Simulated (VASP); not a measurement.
# ZnS (zinc blende type) in VASP: further runs

ZnS (zinc blende type) is run at these levels: HSE06; tasks: single point.

Program: VASP 6.6.1. These are calculated values, not measurements. Logs are shortened: lines on timing, memory, paths and dates and some standing lists are left out, and cuts for length are marked.

**1. The cell of the first run**

It takes space group F-43m (No. 216, cubic). Conventional cell: a = 5.522 Å, b = 5.522 Å, c = 5.522 Å, α = 90.00°, β = 90.00°, γ = 90.00°. Zn (site symmetry -43m) has 4 S at 2.39 Å within 3.2 Å. Within 3.2 Å of S (site symmetry -43m) lie 4 Zn at 2.39 Å.

**2. Single point, HSE06**

POSCAR reads:

```
ZnS
1.0
    0.0000000000      2.7608593754      2.7608593754
    2.7608593754      0.0000000000      2.7608593754
    2.7608593754      2.7608593754      0.0000000000
Zn S
1 1
Direct
    0.0000000000      0.0000000000      0.0000000000
    0.2500000000      0.2500000000      0.2500000000
```

INCAR.step1 reads:

```
SYSTEM = ZnS
PREC = Accurate
ENCUT = 520
EDIFF = 1E-5
ISMEAR = -1
SIGMA = 0.05
LREAL = .FALSE.
LASPH = .TRUE.
NELM = 60
ALGO = Normal
ISIF = 2
LWAVE = .TRUE.
LCHARG = .FALSE.
NBANDS = 16
GGA = PE
```

INCAR.step2 reads:

```
SYSTEM = ZnS
PREC = Accurate
ENCUT = 520
EDIFF = 1E-7
ISMEAR = -1
SIGMA = 0.05
LREAL = .FALSE.
LASPH = .TRUE.
NELM = 60
ALGO = Normal
ISIF = 2
LWAVE = .FALSE.
LCHARG = .FALSE.
GGA = PE
LHFCALC = .TRUE.
HFSCREEN = 0.2079
PRECFOCK = Normal
NBANDS = 16
ISTART = 1
```

KPOINTS reads:

```
Automatic mesh
0
G
  4 4 4
  0 0 0
```

Potentials or basis: VASP PAW PBE potentials, release 64 (Zn, S).

Launch:

```sh
cat potpaw_PBE.64/Zn/POTCAR potpaw_PBE.64/S/POTCAR > POTCAR
cp INCAR.step1 INCAR
mpirun -np 1 vasp_std > vasp.out
cp INCAR.step2 INCAR
mpirun -np 1 vasp_std > vasp.out
```

OUTCAR:

```text
SYSTEM = ZnS
   PREC = Accurate
   ENCUT = 520
   EDIFF = 1E-7
   ISMEAR = -1
   LREAL = .FALSE.
   LASPH = .TRUE.
   NELM = 60
   ISIF = 2
   GGA = PE
   LHFCALC = .TRUE.
   HFSCREEN = 0.2079
   PRECFOCK = Normal
   ISTART = 1

 ion  position               nearest neighbor table
   1  0.000  0.000  0.000-   2 2.39   2 2.39   2 2.39   2 2.39
   2  0.250  0.250  0.250-   1 2.39   1 2.39   1 2.39   1 2.39

  LATTYP: Found a face centered cubic cell.
 ALAT       =     5.5217187508

  Lattice vectors:

 A1 = (   0.0000000000,   2.7608593754,   2.7608593754)
 A2 = (   2.7608593754,   0.0000000000,   2.7608593754)
 A3 = (   2.7608593754,   2.7608593754,   0.0000000000)

Analysis of symmetry for initial positions (statically):
=====================================================================
 Subroutine PRICEL returns:
 Original cell was already a primitive cell.

 Routine SETGRP: Setting up the symmetry group for a
 face centered cubic supercell.

 Subroutine GETGRP returns: Found 24 space group operations
 (whereof 24 operations were pure point group operations)
 out of a pool of 48 trial point group operations.

The static configuration has the point symmetry T_d .

Analysis of symmetry for dynamics (positions and initial velocities):
=====================================================================
 Subroutine PRICEL returns:
 Original cell was already a primitive cell.

 Routine SETGRP: Setting up the symmetry group for a
 face centered cubic supercell.

 Subroutine GETGRP returns: Found 24 space group operations
 (whereof 24 operations were pure point group operations)
 out of a pool of 48 trial point group operations.

The dynamic configuration has the point symmetry T_d .

 Subroutine INISYM returns: Found 24 space group operations
 (whereof 24 operations are pure point group operations),
 and found     1 'primitive' translations

----------------------------------------------------------------------------------------

                                     Primitive cell

  volume of cell :      42.0884

  direct lattice vectors                    reciprocal lattice vectors
     0.000000000  2.760859375  2.760859375    -0.181103031  0.181103031  0.181103031
     2.760859375  0.000000000  2.760859375     0.181103031 -0.181103031  0.181103031
     2.760859375  2.760859375  0.000000000     0.181103031  0.181103031 -0.181103031

  length of vectors
     3.904444772  3.904444772  3.904444772     0.313679650  0.313679650  0.313679650

  position of ions in fractional coordinates (direct lattice)
     0.000000000  0.000000000  0.000000000
     0.250000000  0.250000000  0.250000000

  ion indices of the primitive-cell ions
   primitive index   ion index
                 1           1
                 2           2

----------------------------------------------------------------------------------------

 KPOINTS: Automatic mesh

Automatic generation of k-mesh.
 Grid dimensions read from file:
 generate k-points for:    4    4    4

 Generating k-lattice:

  Cartesian coordinates                     Fractional coordinates (reciprocal lattice)
    -0.045275758  0.045275758  0.045275758     0.250000000  0.000000000  0.000000000
     0.045275758 -0.045275758  0.045275758     0.000000000  0.250000000  0.000000000
     0.045275758  0.045275758 -0.045275758     0.000000000  0.000000000  0.250000000

  Length of vectors
     0.078419913  0.078419913  0.078419913

  Shift w.r.t. Gamma in fractional coordinates (k-lattice)
     0.000000000  0.000000000  0.000000000

 Subroutine IBZKPT returns following result:
 ===========================================

 Found      8 irreducible k-points:

 Following reciprocal coordinates:
            Coordinates               Weight
  0.000000  0.000000  0.000000      1.000000
  0.250000  0.000000  0.000000      8.000000
  0.500000  0.000000  0.000000      4.000000
  0.250000  0.250000  0.000000      6.000000
  0.500000  0.250000  0.000000     24.000000
 -0.250000  0.250000  0.000000     12.000000
  0.500000  0.500000  0.000000      3.000000
 -0.250000  0.500000  0.250000      6.000000
   k-points           NKPTS =      8   k-points in BZ     NKDIM =     64   number of bands    NBANDS=     16
   number of dos      NEDOS =    301   number of ions     NIONS =      2
   total plane-waves  NPLWV =  27000
   dimension x,y,z NGX =    30 NGY =   30 NGZ =   30
   dimension x,y,z NGXF=    60 NGYF=   60 NGZF=   60
   ions per type =               1   1
   NGX,Y,Z   is equivalent  to a cutoff of  12.77, 12.77, 12.77 a.u.
   NGXF,Y,Z  is equivalent  to a cutoff of  25.55, 25.55, 25.55 a.u.
 SYSTEM =  ZnS
   PREC   = accura    normal or accurate (medium, high low for compatibility)
   ISTART =      1    job   : 0-new  1-cont  2-samecut
   ICHARG =      0    charge: 1-file 2-atom 10-const
   ISPIN  =      1    spin polarized calculation?
   LNONCOLLINEAR =      F non collinear calculations
   LSORBIT =      F    spin-orbit coupling
   LASPH  =      T    aspherical Exc in radial PAW
   ENCUT  =  520.0 eV  38.22 Ry    6.18 a.u.   7.26  7.26  7.26*2*pi/ulx,y,z
   NELM   =     60;   NELMIN=  2; NELMDL=  0     # of ELM steps
   EDIFF  = 0.1E-06   stopping-criterion for ELM
   LREAL  =      F    real-space projection
   EDIFFG = 0.1E-05   stopping-criterion for IOM
   NSW    =      0    number of steps for IOM
   IBRION =     -1    ionic relax: 0-MD 1-quasi-New 2-CG
   NFREE  =      0    steps in history (QN), initial steepest desc. (CG)
   ISIF   =      2    stress and relaxation
   ISYM   =      3    0-nonsym 1-usesym 2-fastsym
   POTIM  = 0.5000    time-step for ionic-motion
   TEBEG  =    0.0;   TEEND  =   0.0 temperature during run
   PSTRESS=    0.0 pullay stress
   NELECT =      18.0000    total number of electrons
   NUPDOWN=      -1.0000    fix difference up-down
   EMIN   =  10.00;   EMAX   =-10.00  energy-range for DOS
   EFERMI =   0.00;   METHOD = LEGACY
   ISMEAR =    -1;   SIGMA  =   0.05  broadening in eV -4-tet -1-fermi 0-gaus
   EFERMI_NEDOS =   21; number of points for ismear=-14 and -15
   IALGO  =     38    algorithm
   IMIX   =      1    mixing-type and parameters
     AMIX     =   0.40;   BMIX     =  1.00
     AMIX_MAG =   1.60;   BMIX_MAG =  1.00
  volume/ion in A,a.u.               =      21.04       142.01
  Fermi-wavevector in a.u.,A,eV,Ry     =   1.233421  2.330828 20.698919  1.521328
  Thomas-Fermi vector in A             =   2.368152
   LORBIT       =      0    0 simple, 1 ext, 2 COOP (PROOUT), +10 PAW based schemes
   GGA     = PE    functional components
   LHFCALC =     T    Hartree Fock is set to
   PRECFOCK=normal    Normal, Fast or Accurate (Low or Medium for compatibility)
   ENCUT4O =  -1.0   cutoff for four orbital integrals eV
   NKREDX  =     1    reduce k-point grid by
   NKREDY  =     1    reduce k-point grid by
   NKREDZ  =     1    reduce k-point grid by
   AEXX    =    0.2500 exact exchange contribution
   HFSCREEN=    0.2079 screening length (either q_TF or 0.3 A-1)
   HFSCREENC=   0.2079 screening length for correlation (either q_TF or 0.3 A-1)
   ENCUTFOCK=  -1.0 apply spherical cutoff to Coloumb kernel
   IVDW    =     0    specifies the selected vdW correction
   LEPSILON=     F    determine dielectric tensor
   LRPA    =     F    only Hartree local field effects (RPA)
 non-spin polarized calculation
  energy-cutoff  :      520.00
  volume of cell :       42.09
 maximum number of plane-waves:      1158
 NGX is ok and might be reduce to    30
  NGX = 24; NGY = 24; NGZ = 24

 number of electron      17.9999991 magnetization

 Free energy of the ion-electron system (eV)
  ---------------------------------------------------
  ext. energy  EPLUGINS =         0.00000000
  ---------------------------------------------------
  free energy    TOTEN  =        -8.31780325 eV

  energy without entropy =       -8.31780325  energy(sigma->0) =       -8.31780325

 E-fermi :   1.8788     XC(G=0):  -7.7293

 val. band max:        0.8284833001   @ k =   0.0000   0.0000   0.0000
 cond. band min:       3.8623783320   @ k =   0.0000   0.0000   0.0000
 fundamental gap:      3.0338950319
 Fermi energy:         1.8788068034

 k-point     1 :       0.0000    0.0000    0.0000
  band No.  band energies     occupation
      1     -13.0348      2.00000
      2      -6.8369      2.00000
      3      -6.8369      2.00000
      4      -6.8369      2.00000
      5      -6.4613      2.00000
      6      -6.4613      2.00000
[... 8 lines left out ...]
     15      13.9071      0.00000
     16      13.9071      0.00000

 k-point     2 :       0.2500    0.0000    0.0000
  band No.  band energies     occupation
      1     -12.6331      2.00000
      2      -6.7836      2.00000
      3      -6.7835      2.00000
      4      -6.7165      2.00000
      5      -6.4604      2.00000
      6      -6.4604      2.00000
[... 8 lines left out ...]
     15      13.0661      0.00000
     16      14.1234      0.00000

 k-point     3 :       0.5000    0.0000    0.0000
  band No.  band energies     occupation
      1     -12.1665      2.00000
      2      -6.7448      2.00000
      3      -6.7448      2.00000
      4      -6.4410      2.00000
      5      -6.4410      2.00000
      6      -6.2559      2.00000
[... 8 lines left out ...]
     15      15.6213      0.00000
     16      15.6213      0.00000

 k-point     4 :       0.2500    0.2500    0.0000
  band No.  band energies     occupation
      1     -12.4993      2.00000
      2      -6.7785      2.00000
      3      -6.7207      2.00000
      4      -6.7207      2.00000
      5      -6.4842      2.00000
      6      -6.4336      2.00000
[... 8 lines left out ...]
     15      14.7248      0.00000
     16      17.6936      0.00000

 k-point     5 :       0.5000    0.2500    0.0000
  band No.  band energies     occupation
      1     -12.0328      2.00000
      2      -6.7183      2.00000
      3      -6.6606      2.00000
      4      -6.5465      2.00000
      5      -6.4302      2.00000
      6      -6.2482      2.00000
[... 8 lines left out ...]
     15      15.7525      0.00000
     16      16.9495      0.00000

 k-point     6 :      -0.2500    0.2500    0.0000
  band No.  band energies     occupation
      1     -12.1882      2.00000
      2      -6.7254      2.00000
      3      -6.7138      2.00000
      4      -6.5157      2.00000
      5      -6.4728      2.00000
      6      -6.3645      2.00000
[... 8 lines left out ...]
     15      15.2900      0.00000
     16      16.7790      0.00000

 k-point     7 :       0.5000    0.5000    0.0000
  band No.  band energies     occupation
      1     -11.8800      2.00000
      2      -6.7118      2.00000
      3      -6.5789      2.00000
      4      -6.5789      2.00000
      5      -6.4058      2.00000
      6      -6.2175      2.00000
[... 8 lines left out ...]
     15      16.0080      0.00000
     16      16.6970      0.00000

 k-point     8 :      -0.2500    0.5000    0.2500
  band No.  band energies     occupation
      1     -11.8761      2.00000
      2      -6.6815      2.00000
      3      -6.6375      2.00000
      4      -6.4991      2.00000
      5      -6.4698      2.00000
      6      -6.0847      2.00000
[... 8 lines left out ...]
     15      16.1724      0.00000
     16      16.8266      0.00000

------------------------ aborting loop because EDIFF is reached ----------------------------------------

  FORCE on cell =-STRESS in cart. coord.  units (eV):
  Direction    XX          YY          ZZ          XY          YZ          ZX
  --------------------------------------------------------------------------------------
  -------------------------------------------------------------------------------------
  Total       -0.8672746     -0.8672746     -0.8672746      0.0000000     -0.0000000      0.0000000
  in kB      -33.0144727    -33.0144727    -33.0144727      0.0000000     -0.0000000      0.0000000
  external PRESSURE =     -33.0144727 kB  Pullay stress =       0.0000000 kB

 VOLUME and BASIS-vectors are now :
 -----------------------------------------------------------------------------
  energy-cutoff  :      520.00
  volume of cell :       42.09
      direct lattice vectors                 reciprocal lattice vectors
     0.000000000  2.760859375  2.760859375    -0.181103031  0.181103031  0.181103031
     2.760859375  0.000000000  2.760859375     0.181103031 -0.181103031  0.181103031
     2.760859375  2.760859375  0.000000000     0.181103031  0.181103031 -0.181103031

 POSITION                                       TOTAL-FORCE (eV/Angst)
 -----------------------------------------------------------------------------------
      0.00000      0.00000      0.00000        -0.000000     -0.000000     -0.000000
      1.38043      1.38043      1.38043         0.000000      0.000000      0.000000
 -----------------------------------------------------------------------------------
    total drift:                                0.000025      0.000027      0.000014

  FREE ENERGIE OF THE ION-ELECTRON SYSTEM (eV)
  ---------------------------------------------------
  free  energy   TOTEN  =        -8.3178032475 eV

  energy  without entropy=       -8.3178032474  energy(sigma->0) =       -8.31780325
```

Run time: 7.1 min. Hardware: 1 thread of Intel Xeon Platinum 8259CL at 2.50GHz (Skylake/Cascade Lake), shared host; peak memory 0.27 GiB.

Results:

- Free energy: -8.3178 eV
- Pressure: -3.3 GPa
- Band gap on the k mesh: 3.03 eV

Levels at points of the mesh, in eV from the valence-band top:
```csv
k point,band 5,band 6,band 7,band 8,band 9,band 10,band 11,band 12,band 13,band 14
"(0.00, 0.00, 0.00)",-7.29,-7.29,0.00,0.00,0.00,3.03,7.70,7.70,7.70,12.98
"(0.50, 0.00, 0.00)",-7.27,-7.08,-5.15,-0.82,-0.82,4.40,8.19,8.19,9.95,13.27
"(0.50, 0.50, 0.00)",-7.23,-7.05,-4.68,-2.11,-2.11,4.51,5.24,12.06,13.21,13.21
```

Caveat: the k points lie up to 0.49 Å⁻¹ apart; the PAW data sets were made with another functional, which shifts forces and pressure a little.

**3. Single point, HSE06**

This run uses another cell than the first one, of 20.23 Å³/atom.

POSCAR reads:

```
ZnS
1.0
    0.0000000000      2.7250000000      2.7250000000
    2.7250000000      0.0000000000      2.7250000000
    2.7250000000      2.7250000000      0.0000000000
Zn S
1 1
Direct
    0.0063561498      0.0063561498      0.0063561498
    0.2500000000      0.2500000000      0.2500000000
```

INCAR.step1 reads:

```
ALGO = Normal ; EDIFF = 1E-5
ENCUT = 520 ; GGA = PE
ISIF = 2 ; ISMEAR = -1
LASPH = True ; LREAL = False
LWAVE = True ; NBANDS = 16
NELM = 100 ; PREC = Accurate
SIGMA = 0.05
```

INCAR.step2 reads:

```
ALGO = Normal ; EDIFF = 1E-6
ENCUT = 520 ; GGA = PE
HFSCREEN = 0.2079 ; ISIF = 2
ISMEAR = -1 ; ISTART = 1
LASPH = True ; LCHARG = True
LELF = True ; LHFCALC = True
LREAL = False ; LVHAR = True
LWAVE = False ; NBANDS = 16
NELM = 100 ; PREC = Accurate
PRECFOCK = Normal ; SIGMA = 0.05
```

KPOINTS reads:

```
k-points
0
Gamma
  4 4 4
```

Potentials or basis: VASP PAW PBE potentials, release 64 (Zn, S).

Launch:

```sh
cat potpaw_PBE.64/Zn/POTCAR potpaw_PBE.64/S/POTCAR > POTCAR
cp INCAR.step1 INCAR
mpirun -np 1 vasp_std > vasp.out
cp INCAR.step2 INCAR
mpirun -np 1 vasp_std > vasp.out
```

Wall time 9.8 min (1 thread of Intel Xeon Platinum 8259CL at 2.50GHz (Skylake/Cascade Lake), shared host); peak memory 0.28 GiB.

The run converged. Its results:

```yaml
Free_energy: -8.3273 eV
Pressure: -0.6 GPa
Largest_force: 0.380 eV/Å
Band_gap_on_the_k_mesh: 3.19 eV
```

Forces in eV/Å, atoms in the order of the input:
```
Zn  -0.220 -0.220 -0.220
S    0.220  0.220  0.220
```

Stress tensor (GPa, compression positive):
```
-0.63  0.78  0.78
 0.78 -0.63  0.78
 0.78  0.78 -0.63
```

Levels at points of the mesh, in eV from the valence-band top:
```csv
k point,band 5,band 6,band 7,band 8,band 9,band 10,band 11,band 12,band 13,band 14
"(0.00, 0.00, 0.00)",-7.40,-7.40,-0.12,0.00,0.00,3.19,7.63,7.63,7.70,13.11
"(0.50, 0.00, 0.00)",-7.38,-7.18,-5.40,-1.00,-0.80,4.43,7.96,8.29,10.06,13.44
"(0.50, 0.50, 0.50)",-7.38,-7.19,-5.60,-0.93,-0.93,4.54,8.22,8.22,10.13,13.40
"(0.50, 0.50, 0.00)",-7.34,-7.14,-4.90,-2.30,-2.27,4.38,5.22,12.31,13.42,13.54
```

Caveat: the k points lie up to 0.50 Å⁻¹ apart; the PAW data sets were made with another functional, which shifts forces and pressure a little.
